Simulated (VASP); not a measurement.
# C (P-3m1) in VASP: notebook

The runs below take C through single point, with PBE.

All numbers are computed with VASP 6.6.1; they aren't measurements. Logs are shortened: lines on timing, memory, paths and dates and some standing lists are left out, and cuts for length are marked.

## (1) The cell of the first run

It takes space group P-3m1 (No. 164, trigonal). The conventional cell has a = 2.522 Å, b = 2.522 Å, c = 12.206 Å, α = 90.00°, β = 90.00°, γ = 120.00°. C (site symmetry 3m) has 4 C at 1.54 Å within 2.1 Å. C (site symmetry 3m) has 4 C at 1.54 Å within 2.1 Å. C (site symmetry 3m) has 4 C at 1.54 Å within 2.1 Å. Within 2.1 Å of C (site symmetry 3m) lie 4 C at 1.54 Å. Within 2.1 Å of C (site symmetry 3m) lie 4 C at 1.54 Å. Within 1.9 Å of C (site symmetry 3m) lie 4 C at 1.39 to 1.54 Å.

## (2) Single point, PBE (the distance across one plane changed)

The input, INCAR:

```
PREC = Accurate
ENCUT = 520
EDIFF = 1E-6
ISMEAR = 0
SIGMA = 0.05
LREAL = False
LASPH = True
NELM = 100
ALGO = Normal
ISIF = 2
LWAVE = False
LCHARG = False
GGA = PE
NBANDS = 36
```

The input, KPOINTS:

```
Automatic mesh
0
Gamma
  10 10 2
```

The input, POSCAR:

```
C
1.0
    1.7834000000     -1.7834000000      0.0000000000
    1.7834000000      0.0000000000     -1.7834000000
    7.0469974596      7.0469974596      7.0469974596
C
12
Direct
    0.6666666667      0.6666666667      0.2741954236
    0.0000000000      0.0000000000      0.1054805432
    0.3333333333      0.3333333333      0.4429103039
    0.6666666667      0.6666666667      0.7803400647
    1.0000000000      1.0000000000      0.6116251843
    0.3333333333      0.3333333333      0.9490549450
    0.6666666667      0.6666666667      0.4007315838
    1.0000000000      1.0000000000      0.2320167035
    0.3333333333      0.3333333333      0.5694464642
    0.6666666667      0.6666666667      0.9068762249
    0.0000000000      0.0000000000      0.7381613446
    0.3333333333      0.3333333333      0.0633018231
```

Potentials or basis: VASP PAW PBE potentials, release 64 (C).

Run with:

```bash
$ cat potpaw_PBE.64/C/POTCAR > POTCAR
$ mpirun -np 1 vasp_std > vasp.out
```

OUTCAR:

```text
PREC = Accurate
   ENCUT = 520
   EDIFF = 1E-6
   ISMEAR = 0
   LREAL = False
   LASPH = True
   NELM = 100
   ISIF = 2
   GGA = PE

 ion  position               nearest neighbor table
   1  0.667  0.667  0.274-   7 1.54   8 1.54   8 1.54   8 1.54
   2  0.000  0.000  0.105-  12 1.54  12 1.54  12 1.54   8 1.54
   3  0.333  0.333  0.443-   7 1.54   7 1.54   7 1.54   9 1.54
   4  0.667  0.667  0.780-  10 1.54  11 1.54  11 1.54  11 1.54
   5  0.000  0.000  0.612-   9 1.54   9 1.54   9 1.54  11 1.54
   6  0.333  0.333  0.949-  12 1.39  10 1.54  10 1.54  10 1.54
   7  0.667  0.667  0.401-   1 1.54   3 1.54   3 1.54   3 1.54
   8  0.000  0.000  0.232-   1 1.54   1 1.54   1 1.54   2 1.54
   9  0.333  0.333  0.569-   5 1.54   5 1.54   5 1.54   3 1.54
  10  0.667  0.667  0.907-   4 1.54   6 1.54   6 1.54   6 1.54
  11  0.000  0.000  0.738-   4 1.54   4 1.54   4 1.54   5 1.54
  12  0.333  0.333  0.063-   6 1.39   2 1.54   2 1.54   2 1.54

  LATTYP: Found a hexagonal cell.
 ALAT       =     2.5221084671
 C/A-ratio  =     4.8395054376

  Lattice vectors:

 A1 = (  -1.7834000000,   0.0000000000,   1.7834000000)
 A2 = (   1.7834000000,  -1.7834000000,   0.0000000000)
 A3 = (   7.0469974596,   7.0469974596,   7.0469974596)

Analysis of symmetry for initial positions (statically):
=====================================================================
 Subroutine PRICEL returns:
 Original cell was already a primitive cell.

 Routine SETGRP: Setting up the symmetry group for a
 hexagonal supercell.

 Subroutine GETGRP returns: Found 12 space group operations
 (whereof  6 operations were pure point group operations)
 out of a pool of 24 trial point group operations.

The static configuration has the point symmetry C_3v.
 The point group associated with its full space group is D_3d.

Analysis of symmetry for dynamics (positions and initial velocities):
=====================================================================
 Subroutine PRICEL returns:
 Original cell was already a primitive cell.

 Routine SETGRP: Setting up the symmetry group for a
 hexagonal supercell.

 Subroutine GETGRP returns: Found 12 space group operations
 (whereof  6 operations were pure point group operations)
 out of a pool of 24 trial point group operations.

The dynamic configuration has the point symmetry C_3v.
 The point group associated with its full space group is D_3d.

 Subroutine INISYM returns: Found 12 space group operations
 (whereof  6 operations are pure point group operations),
 and found     1 'primitive' translations

----------------------------------------------------------------------------------------

                                     Primitive cell

  volume of cell :      67.2393

  direct lattice vectors                    reciprocal lattice vectors
     1.783400000 -1.783400000  0.000000000     0.186908901 -0.373817801  0.186908901
     1.783400000  0.000000000 -1.783400000     0.186908901  0.186908901 -0.373817801
     7.046997460  7.046997460  7.046997460     0.047301469  0.047301469  0.047301469

  length of vectors
     2.522108467  2.522108467 12.205757641     0.457831435  0.457831435  0.081928548

  position of ions in fractional coordinates (direct lattice)
     0.666666667  0.666666667  0.274195424
     0.000000000  0.000000000  0.105480543
     0.333333333  0.333333333  0.442910304
     0.666666667  0.666666667  0.780340065
     0.000000000  0.000000000  0.611625184
     0.333333333  0.333333333  0.949054945
     0.666666667  0.666666667  0.400731584
     0.000000000  0.000000000  0.232016704
     0.333333333  0.333333333  0.569446464
     0.666666667  0.666666667  0.906876225
     0.000000000  0.000000000  0.738161345
     0.333333333  0.333333333  0.063301823

  ion indices of the primitive-cell ions
   primitive index   ion index
                 1           1
                 2           2
                 3           3
                 4           4
                 5           5
                 6           6
                 7           7
                 8           8
                 9           9
                10          10
                11          11
                12          12

----------------------------------------------------------------------------------------

 KPOINTS: Automatic mesh

Automatic generation of k-mesh.
 Grid dimensions read from file:
 generate k-points for:   10   10    2

 Generating k-lattice:

  Cartesian coordinates                     Fractional coordinates (reciprocal lattice)
     0.018690890 -0.037381780  0.018690890     0.100000000  0.000000000  0.000000000
     0.018690890  0.018690890 -0.037381780     0.000000000  0.100000000  0.000000000
     0.023650735  0.023650735  0.023650735     0.000000000  0.000000000  0.500000000

  Length of vectors
     0.045783143  0.045783143  0.040964274

  Shift w.r.t. Gamma in fractional coordinates (k-lattice)
     0.000000000  0.000000000  0.000000000

 Subroutine IBZKPT returns following result:
 ===========================================

 Found     28 irreducible k-points:

 Following reciprocal coordinates:
            Coordinates               Weight
  0.000000  0.000000  0.000000      1.000000
  0.100000  0.000000  0.000000      6.000000
  0.200000  0.000000  0.000000      6.000000
  0.300000  0.000000  0.000000      6.000000
  0.400000  0.000000  0.000000      6.000000
  0.500000  0.000000  0.000000      3.000000
[... 16 lines left out ...]
  0.400000  0.100000  0.500000     12.000000
  0.500000  0.100000  0.500000     12.000000
 [... further k-points ...]
   k-points           NKPTS =     28   k-points in BZ     NKDIM =     28   number of bands    NBANDS=     36
   number of dos      NEDOS =    301   number of ions     NIONS =     12
   total plane-waves  NPLWV =  38400
   dimension x,y,z NGX =    20 NGY =   20 NGZ =   96
   dimension x,y,z NGXF=    40 NGYF=   40 NGZF=  192
   ions per type =              12
   NGX,Y,Z   is equivalent  to a cutoff of  13.18, 13.18, 13.08 a.u.
   NGXF,Y,Z  is equivalent  to a cutoff of  26.37, 26.37, 26.15 a.u.
 SYSTEM =  unknown system
   PREC   = accura    normal or accurate (medium, high low for compatibility)
   ISTART =      0    job   : 0-new  1-cont  2-samecut
   ICHARG =      2    charge: 1-file 2-atom 10-const
   ISPIN  =      1    spin polarized calculation?
   LNONCOLLINEAR =      F non collinear calculations
   LSORBIT =      F    spin-orbit coupling
   LASPH  =      T    aspherical Exc in radial PAW
   ENCUT  =  520.0 eV  38.22 Ry    6.18 a.u.   4.69  4.69 22.69*2*pi/ulx,y,z
   NELM   =    100;   NELMIN=  2; NELMDL= -5     # of ELM steps
   EDIFF  = 0.1E-05   stopping-criterion for ELM
   LREAL  =      F    real-space projection
   EDIFFG = 0.1E-04   stopping-criterion for IOM
   NSW    =      0    number of steps for IOM
   IBRION =     -1    ionic relax: 0-MD 1-quasi-New 2-CG
   NFREE  =      0    steps in history (QN), initial steepest desc. (CG)
   ISIF   =      2    stress and relaxation
   ISYM   =      2    0-nonsym 1-usesym 2-fastsym
   POTIM  = 0.5000    time-step for ionic-motion
   TEBEG  =    0.0;   TEEND  =   0.0 temperature during run
   PSTRESS=    0.0 pullay stress
   NELECT =      48.0000    total number of electrons
   NUPDOWN=      -1.0000    fix difference up-down
   EMIN   =  10.00;   EMAX   =-10.00  energy-range for DOS
   EFERMI =   0.00;   METHOD = LEGACY
   ISMEAR =     0;   SIGMA  =   0.05  broadening in eV -4-tet -1-fermi 0-gaus
   EFERMI_NEDOS =   21; number of points for ismear=-14 and -15
   IALGO  =     38    algorithm
   IMIX   =      4    mixing-type and parameters
     AMIX     =   0.40;   BMIX     =  1.00
     AMIX_MAG =   1.60;   BMIX_MAG =  1.00
  volume/ion in A,a.u.               =       5.60        37.81
  Fermi-wavevector in a.u.,A,eV,Ry     =   1.463123  2.764902 29.126400  2.140730
  Thomas-Fermi vector in A             =   2.579256
   LORBIT       =      0    0 simple, 1 ext, 2 COOP (PROOUT), +10 PAW based schemes
   GGA     = PE    functional components
   LHFCALC =     F    Hartree Fock is set to
   AEXX    =    0.0000 exact exchange contribution
   IVDW    =     0    specifies the selected vdW correction
   LEPSILON=     F    determine dielectric tensor
   LRPA    =     F    only Hartree local field effects (RPA)
 non-spin polarized calculation
 Gauss-broadening in eV      SIGMA  =   0.05
  energy-cutoff  :      520.00
  volume of cell :       67.24
 maximum number of plane-waves:      1830
   NGX =  9   NGY =  9   NGZ = 45

 number of electron      48.0000001 magnetization

 Free energy of the ion-electron system (eV)
  ---------------------------------------------------
  ext. energy  EPLUGINS =         0.00000000
  ---------------------------------------------------
  free energy    TOTEN  =      -108.74282614 eV

  energy without entropy =     -108.74282614  energy(sigma->0) =     -108.74282614

 E-fermi :  10.2222     XC(G=0): -13.3094

 val. band max:        9.9653296282   @ k =   0.0000   0.0000   0.0000
 cond. band min:      14.0628838274   @ k =   0.4000   0.0000   0.5000
 fundamental gap:      4.0975541991
 Fermi energy:        10.2222237067

 k-point     1 :       0.0000    0.0000    0.0000
  band No.  band energies     occupation
      1     -11.8912      2.00000
      2     -11.0724      2.00000
      3     -10.7886      2.00000
      4      -8.7570      2.00000
      5      -8.4929      2.00000
      6      -5.6903      2.00000
[... 28 lines left out ...]
     35      18.2153      0.00000
     36      18.2640      0.00000

 k-point     2 :       0.1000    0.0000    0.0000
  band No.  band energies     occupation
      1     -11.6459      2.00000
      2     -10.8281      2.00000
      3     -10.5442      2.00000
      4      -8.5201      2.00000
      5      -8.2559      2.00000
      6      -5.4735      2.00000
[... 28 lines left out ...]
     35      18.3980      0.00000
     36      18.4422      0.00000

 k-point     3 :       0.2000    0.0000    0.0000
  band No.  band energies     occupation
      1     -10.9144      2.00000
      2     -10.0995      2.00000
      3      -9.8154      2.00000
      4      -7.8160      2.00000
      5      -7.5510      2.00000
      6      -4.8291      2.00000
[... 28 lines left out ...]
     35      19.2830      0.00000
     36      20.4632      0.00000

 k-point     4 :       0.3000    0.0000    0.0000
  band No.  band energies     occupation
      1      -9.7119      2.00000
      2      -8.9033      2.00000
      3      -8.6185      2.00000
      4      -6.6752      2.00000
      5      -6.4026      2.00000
      6      -3.7969      2.00000
[... 28 lines left out ...]
     35      19.1982      0.00000
     36      19.7614      0.00000

 k-point     5 :       0.4000    0.0000    0.0000
  band No.  band energies     occupation
      1      -8.0835      2.00000
      2      -7.2958      2.00000
      3      -7.0013      2.00000
      4      -5.3485      2.00000
      5      -4.8727      2.00000
      6      -3.2425      2.00000
[... 655 lines left out ...]
 k-point    22 :       0.3000    0.1000    0.5000
  band No.  band energies     occupation
      1     -10.1418      2.00000
      2      -9.6649      2.00000
      3      -8.4290      2.00000
      4      -8.1506      2.00000
      5      -5.5363      2.00000
      6      -5.2894      2.00000
[... 28 lines left out ...]
     35      19.8484      0.00000
     36      20.0872      0.00000

 k-point    23 :       0.4000    0.1000    0.5000
  band No.  band energies     occupation
      1      -8.7260      2.00000
      2      -8.2388      2.00000
      3      -7.0535      2.00000
      4      -6.7665      2.00000
      5      -4.3618      2.00000
      6      -4.0185      2.00000
[... 28 lines left out ...]
     35      19.3513      0.00000
     36      20.4175      0.00000

 k-point    24 :       0.5000    0.1000    0.5000
  band No.  band energies     occupation
      1      -6.9685      2.00000
      2      -6.4368      2.00000
      3      -5.6638      2.00000
      4      -5.0463      2.00000
      5      -4.6090      2.00000
      6      -3.2135      2.00000
[... 28 lines left out ...]
     35      19.9674      0.00000
     36      20.6268      0.00000

 [... further k-points ...]

------------------------ aborting loop because EDIFF is reached ----------------------------------------

  FORCE on cell =-STRESS in cart. coord.  units (eV):
  Direction    XX          YY          ZZ          XY          YZ          ZX
  --------------------------------------------------------------------------------------
  -------------------------------------------------------------------------------------
  Total        4.0642526      4.0642526      4.0642526      2.7497765      2.7497765      2.7497765
  in kB       96.8430333     96.8430333     96.8430333     65.5216900     65.5216900     65.5216900
  external PRESSURE =      96.8430333 kB  Pullay stress =       0.0000000 kB

 VOLUME and BASIS-vectors are now :
 -----------------------------------------------------------------------------
  energy-cutoff  :      520.00
  volume of cell :       67.24
      direct lattice vectors                 reciprocal lattice vectors
     1.783400000 -1.783400000  0.000000000     0.186908901 -0.373817801  0.186908901
     1.783400000  0.000000000 -1.783400000     0.186908901  0.186908901 -0.373817801
     7.046997460  7.046997460  7.046997460     0.047301469  0.047301469  0.047301469

 POSITION                                       TOTAL-FORCE (eV/Angst)
 -----------------------------------------------------------------------------------
      4.31012      0.74332      0.74332         0.006430      0.006430      0.006430
      0.74332      0.74332      0.74332         0.620835      0.620835      0.620835
      4.31012      2.52672      2.52672         0.000334      0.000334      0.000334
      7.87692      4.31012      4.31012         0.023303      0.023303      0.023303
      4.31012      4.31012      4.31012         0.001008      0.001008      0.001008
      7.87692      6.09352      6.09352        -2.524530     -2.524530     -2.524530
      5.20182      1.63502      1.63502        -0.001008     -0.001008     -0.001008
      1.63502      1.63502      1.63502        -0.023303     -0.023303     -0.023303
      5.20182      3.41842      3.41842        -0.000334     -0.000334     -0.000334
      8.76862      5.20182      5.20182        -0.620835     -0.620835     -0.620835
      5.20182      5.20182      5.20182        -0.006430     -0.006430     -0.006430
      1.63502     -0.14838     -0.14838         2.524530      2.524530      2.524530
 -----------------------------------------------------------------------------------
    total drift:                                0.000003      0.000003      0.000003

  FREE ENERGIE OF THE ION-ELECTRON SYSTEM (eV)
  ---------------------------------------------------
  free  energy   TOTEN  =      -108.7428261432 eV

  energy  without entropy=     -108.7428261432  energy(sigma->0) =     -108.74282614
```

It took 2.4 min on 1 thread of Intel Xeon 8259CL, shared host; peak memory 0.2 GiB.

Results:

```
Free energy            : -108.7428 eV
Pressure               : 9.7 GPa
Largest force          : 4.373 eV/Å
Band gap on the k mesh : 4.10 eV
```

Forces on the atoms (eV/Å):
```
C    0.006  0.006  0.006
C    0.621  0.621  0.621
C    0.000  0.000  0.000
C    0.023  0.023  0.023
C    0.001  0.001  0.001
C   -2.525 -2.525 -2.525
C   -0.001 -0.001 -0.001
C   -0.023 -0.023 -0.023
C    0.000  0.000  0.000
C   -0.621 -0.621 -0.621
C   -0.006 -0.006 -0.006
C    2.525  2.525  2.525
```

Levels at points of the mesh, in eV from the valence-band top:
```csv
k point,band 22,band 23,band 24,band 25,band 26,band 27
"(0.00, 0.00, 0.00)",-0.20,0.00,0.00,5.36,5.36,5.82
"(0.50, 0.00, 0.00)",-3.93,-2.93,-2.76,4.50,4.82,5.06
"(0.00, 0.00, 0.50)",-0.42,-0.30,-0.30,5.69,5.69,5.99
"(0.50, 0.00, 0.50)",-3.49,-3.24,-3.06,4.46,4.76,5.80
```

Caveat: the cell differs from its parent crystal (the distance across one plane changed); the cell stands under pressure; forces of over 1 eV/Å act on the atoms, so gaps and moduli don't describe the material at rest. A k mesh can miss the band edges.

[end of part 1 of 2]
